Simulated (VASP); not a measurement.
HfC: single point with PBE

The system is HfC.

```
Hf C
1.0
     0.00000    2.20875    2.32500
     2.20875    0.00000    2.32500
     2.20875    2.20875    0.00000
Hf C
1 1
Direct
  0.50000 0.50000 0.50000
  0.00000 0.00000 0.00000
```

```json
{
 "Program": "VASP 6.6.1",
 "Task": "single point",
 "Functional": "PBE",
 "Potentials or basis": "VASP PAW PBE potentials, release 64 (Hf_pv, C)",
 "Cutoff": "520 eV",
 "k mesh": "13 × 13 × 13",
 "Occupations": "methfessel-paxton, width 0.1 eV",
 "Spin": "no spin polarisation"
}
```

- Pressure: 31.0 GPa
- Band gap on the k mesh: zero (band 7 reaches 7.94 eV, above the bottom of band 8 at 6.29 eV)

Stress tensor (GPa, compression positive):
```
41.09  0.00  0.00
 0.00 41.09  0.00
 0.00  0.00 10.95
```

Levels at points of the mesh, in eV from the Fermi level:
| k point | band 3 | band 4 | band 5 | band 6 | band 7 | band 8 | band 9 | band 10 | band 11 | band 12 |
| --- | --- | --- | --- | --- | --- | --- | --- | --- | --- | --- |
| (0.00, 0.00, 0.00) | -29.06 | -12.84 | 0.82 | 1.00 | 1.16 | 1.16 | 1.62 | 1.62 | 3.12 | 4.08 |

Run time: 32 s on 1 thread of Intel(R) Xeon(R) 6975P-C (Granite Rapids), with other jobs on the host, peak memory 0.19 GiB.

Caveat: spin-orbit coupling is left out, which moves the levels of the heavy elements.
